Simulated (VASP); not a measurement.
Here is a VASP 6.6.1 calculation.

File INCAR:

```
ALGO = Normal
EDIFF = 1E-6
ENCUT = 600
GGA = PS
GGA_COMPAT = False
ISIF = 2
ISMEAR = 0
IVDW = 12
LASPH = True
LCHARG = True
LELF = True
LREAL = False
LVHAR = True
LWAVE = False
NBANDS = 16
NELM = 120
PREC = Accurate
SIGMA = 0.15
```

The input KPOINTS:

```
k-points
0
Gamma
  18 12 10
```

File POSCAR:

```
C
1.0
   -2.4576582504      0.0000000000      0.0000000000
    0.0000000000      0.0000000000     -3.5294825081
    0.0000000000     -4.2567889574      0.0000000000
C
4
Direct
    0.5000000000      0.0000000000      0.1772380153
    0.0000000000      0.0000000000      0.6631428838
    0.0000000000      0.0000000000      0.3227619847
    0.5000000000      0.0000000000      0.8368571162
```

Potentials or basis: VASP PAW PBE potentials, release 64 (C).

Run with:

```console
$ cat potpaw_PBE.64/C/POTCAR > POTCAR
$ mpirun -np 1 vasp_std > vasp.out
```

Q: What does it give for the pressure?

A: 1.3 GPa.

Q: What does it give for the largest force?

A: 4.032 eV/Å.

Forces in eV/Å, atoms in the order of the input:
```
C    0.000  4.032  0.000
C    0.000 -0.784  0.000
C    0.000 -4.032  0.000
C    0.000  0.784  0.000
```

Caveat: the cell differs from its parent crystal (atoms displaced along a vibrational mode); the PAW data sets were made with another functional, which shifts forces and pressure a little.
